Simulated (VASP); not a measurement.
Crystal: ZrH4.

```
Zr H
1.0
     3.58757   -3.58757    0.00000
     3.58757    3.58757    0.00000
     0.00000    0.00000    3.29783
Zr H
1 4
Direct
  0.00000 0.00000 0.00000
  0.69500 0.30500 0.00000
  0.30500 0.69500 0.00000
  0.80500 0.80500 0.50000
  0.19500 0.19500 0.50000
```

- Program: VASP 6.6.1
- Task: relaxation of cell and atoms
- Functional: PBE
- Potentials or basis: VASP PAW PBE potentials, release 64 (Zr_sv, H)
- Cutoff: 600 eV
- k mesh: 4 × 4 × 6
- Occupations: gaussian, width 0.1 eV
- Spin: no spin polarisation

At the start: pressure -8.5 GPa; volume 16.98 Å³/atom.

Q: How do energy, volume and symmetry change on relaxing?

A: Over 28 steps the energy falls by 679.3 meV/atom and the volume is 7.99 Å³/atom (-53.0 %); space group Cmmm (No. 65, to 0.05 Å).

The path:
```csv
step,energy change (eV),largest force (eV/Å),pressure (GPa),volume (Å³)
1,0.0000,1.1863,-8.54,84.89
2,-0.6419,0.5237,-3.42,74.23
3,-0.7209,0.3454,0.00,69.99
4,-0.8521,0.3136,-0.36,68.75
5,-1.2281,0.4669,-2.50,64.56
6,-2.1213,0.8342,-8.52,54.14
7,23.9872,64.7453,309.79,25.20
8,-2.4495,0.6529,-12.74,53.66
9,-2.8259,0.7150,-12.24,49.49
10,-2.3101,1.3216,14.25,38.22
11,-2.8985,0.6675,-11.69,48.22
12,-2.9872,0.5945,-10.16,46.68
13,-3.0965,0.1058,-2.66,42.15
14,-3.1089,0.3023,-5.55,43.51
15,-3.1100,0.2587,-4.86,43.17
16,-3.1421,0.2916,-4.74,43.04
17,-3.1932,0.3650,-4.14,42.73
18,-3.2644,0.4827,-1.75,42.00
19,-2.9134,0.8478,7.06,40.15
20,-3.2689,0.4926,-1.38,41.88
21,-3.3051,0.4310,-0.88,41.47
22,-3.3681,0.2557,0.71,40.23
23,-3.3732,0.1965,1.44,39.73
24,-3.3917,0.0938,-0.36,40.16
25,-3.3920,0.1128,-0.59,40.21
26,-3.3944,0.0764,-0.07,40.02
27,-3.3951,0.0368,0.51,39.81
28,-3.3963,0.0096,0.25,39.93
```

Final structure:
```
CELL_PARAMETERS angstrom
1.89023 -3.00389 0.00000
1.89023 3.00389 0.00000
0.00000 0.00000 3.51656
ATOMIC_POSITIONS crystal
Zr 0.00000 0.00000 0.00000
H 0.65835 0.34165 0.00000
H 0.34165 0.65835 0.00000
H 0.75686 0.75686 0.50000
H 0.24314 0.24314 0.50000
```

Caveat: the volume moved by over 15 % at a fixed basis, so the end points are rough.
